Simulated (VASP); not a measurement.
Runs of VASP 6.6.1 on Ta2N. The structure is that of space group P-3m1 (No. 164), or close to it. The cells are those of the table. 

| level | spin | cell | k mesh | cutoff (eV) | smearing | gap on the mesh (eV) | pressure (GPa) | largest force (eV/Å) |
| --- | --- | --- | --- | --- | --- | --- | --- | --- |
| PBE | off | a = 3.113, b = 3.113, c = 4.870 Å, angles 90.0, 90.0, 120.0°, 3 atoms | 3 × 3 × 2 | 600 | gaussian 0.1 eV | none | 2.3 | 1.68 |
| PBE | off | a = 3.113, b = 3.113, c = 4.870 Å, angles 90.0, 90.0, 120.0°, 3 atoms | 3 × 3 × 2 | 600 | fermi-dirac 0.25852 eV | none | 3.4 | 0.85 |
| PBE | off | a = 3.113, b = 3.113, c = 4.870 Å, angles 90.0, 90.0, 120.0°, 3 atoms | 6 × 6 × 4 | 520 | gaussian 0.07 eV | none | 0.5 | 0.93 |
| PBE | off | a = 3.113, b = 3.113, c = 4.870 Å, angles 90.0, 90.0, 120.0°, 3 atoms | 6 × 6 × 2 | 520 | gaussian 0.1 eV | none | -1.0 | (b) |
| PBE | off | a = 3.113, b = 3.113, c = 4.870 Å, angles 90.0, 90.0, 120.0°, 3 atoms | 5 × 6 × 1 | 600 | gaussian 0.1 eV | none | -1.9 | 0.66 |
| BLYP | off | a = 3.261, b = 3.261, c = 5.102 Å, angles 90.0, 90.0, 120.0°, 3 atoms | 6 × 6 × 4 | 520 | tetrahedron | none | -20.7 | 0.20 |
| PBE | off | a = 3.113, b = 3.113, c = 4.870 Å, angles 90.0, 90.0, 120.0°, 3 atoms | 3 × 3 × 2, shifted | 600 | fermi-dirac 0.012 eV | none | -1.9 | 0.28 |
| PBE | off | a = 3.113, b = 3.113, c = 4.870 Å, angles 90.0, 90.0, 120.0°, 3 atoms | 6 × 6 × 4 | 520 | gaussian 0.1 eV | none | -0.8 | 0.24 |
| PBE | off | a = 3.113, b = 3.113, c = 4.870 Å, angles 90.0, 90.0, 120.0°, 3 atoms | 6 × 6 × 4 | 600 | gaussian 0.1 eV | none | -0.8 | 0.24 |
| RPBE | off | a = 3.113, b = 3.113, c = 4.870 Å, angles 90.0, 90.0, 120.0°, 3 atoms | 3 × 3 × 2 | 520 | methfessel-paxton 0.011 eV | none | (a) | 1.89 |
| PBE+D4 | off | a = 3.113, b = 3.113, c = 4.870 Å, angles 90.0, 90.0, 120.0°, 3 atoms | 3 × 3 × 1 | 600 | gaussian 0.013 eV | none | -2.9 | 0.94 |
| PBEsol | collinear, zero start | a = 3.113, b = 3.113, c = 4.870 Å, angles 90.0, 90.0, 120.0°, 3 atoms | 6 × 6 × 4 | 520 | methfessel-paxton 0.12 eV | none | -8.6 | 0.51 |

Alike in all rows: task single point; potentials or basis VASP PAW PBE potentials, release 64 (Ta_pv, N).

Question: Estimate the missing entries.

Answer: (a) 6.2; (b) 0.25.

Caveats: all runs use coarse meshes; spin-orbit coupling is left out, which moves the levels of the heavy elements; the PAW data sets were made with another functional, which shifts forces and pressure a little (some runs); forces of over 1 eV/Å act on the atoms, so gaps and moduli don't describe the material at rest (some runs); pairwise dispersion overbinds metals, which lowers pressure and volume (some runs).

A k mesh can miss the band edges, and the runs leave out spin-orbit coupling on Ta.

A gap of «none» marks levels without a gap at the run's occupations.
